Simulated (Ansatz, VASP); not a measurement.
**Two plane-wave programs on ZrSnO4**

```
Zr Sn O
1.0
     3.57749    0.00000    0.00000
     0.00000    3.57749    0.00000
     0.00000    0.00000    5.35917
Zr Sn O
1 1 4
Direct
  0.50000 0.50000 0.50000
  0.00000 0.00000 0.00000
  0.50000 0.00000 0.68301
  0.00000 0.50000 0.81748
  0.00000 0.50000 0.31699
  0.50000 0.00000 0.18252
```

Alike in both runs: task single point; functional PBE; k mesh 8 × 8 × 6; occupations fermi-dirac, width 0.02 eV; no spin polarisation.

|  | VASP | Ansatz |
| --- | --- | --- |
| version | VASP 6.6.1 | Ansatz 0.2.0 |
| potentials or method | VASP PAW PBE potentials, release 64 (Zr_sv, Sn_d, O) | plane waves, PAW |
| plane-wave cutoff (eV) | 520 | 420 |
| valence electrons in the cell | 50 | 50 |

VASP gave:

```
gap on the k mesh at the Fermi level (eV)                     : 2.00
pressure (GPa)                                                : 6.5
traceless stress, the component that is largest in VASP (GPa) : -0.34
rms of the force components (eV/Å)                            : 0.112
```

Question: What did Ansatz give for the same quantities?

Answer: gap on the k mesh at the Fermi level (eV): 2.01; pressure (GPa): 6.1; traceless stress, the component that is largest in VASP (GPa): -0.14; rms of the force components (eV/Å): 0.098.

Atom by atom the forces differ by 0.018 eV/Å (rms over components). The functional is the same, so the differences come from potentials, cutoffs and numerics.
